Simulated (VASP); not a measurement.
Here is a VASP 6.6.1 calculation.

File INCAR:

```
ALGO = Fast
EDIFF = 1E-7
ENCUT = 520
GGA = PS
ISIF = 2
ISMEAR = 0
LASPH = T
LCHARG = F
LREAL = F
LWAVE = F
NBANDS = 32
NELM = 80
PREC = Accurate
SIGMA = 0.15
```

The input KPOINTS:

```
k-points
0
Gamma
  19 19 7
```

The input POSCAR:

```
TiAl
1.0
    0.0000000000     -3.1564740775      0.0000000000
    0.0000000000      0.0000000000     -3.1564740775
   10.9694222324      0.0000000000      0.0000000000
Ti Al
3 3
Direct
    0.0000000000      0.0000000000      0.2157996733
    0.0000000000      0.0000000000      0.5035517546
    0.0000000000      0.0000000000      0.7913038358
    0.5000000000      0.5000000000      0.0719236327
    0.5000000000      0.5000000000      0.3596757140
    0.5000000000      0.5000000000      0.6474277952
```

Potentials or basis: VASP PAW PBE potentials, release 64 (Ti_sv, Al).

The run is started by

```sh
$ cat potpaw_PBE.64/Ti_sv/POTCAR potpaw_PBE.64/Al/POTCAR > POTCAR
$ mpirun -np 1 vasp_std > vasp.out
```

Task: What does it give for the largest force?

Result: 1.023 eV/Å.

Task: Estimate the band gap on the k mesh.

Result: Zero (an odd number of electrons rules out a gap without spin polarisation).

Task: Estimate the pressure.

Result: -5.1 GPa.

Stress tensor (GPa, compression positive):
```
-2.09  0.00  0.00
 0.00 -6.66  0.00
 0.00  0.00 -6.66
```

Caveat: the cell differs from its parent crystal (the distance across one plane changed); the cell stands under tension; the PAW data sets were made with another functional, which shifts forces and pressure a little.
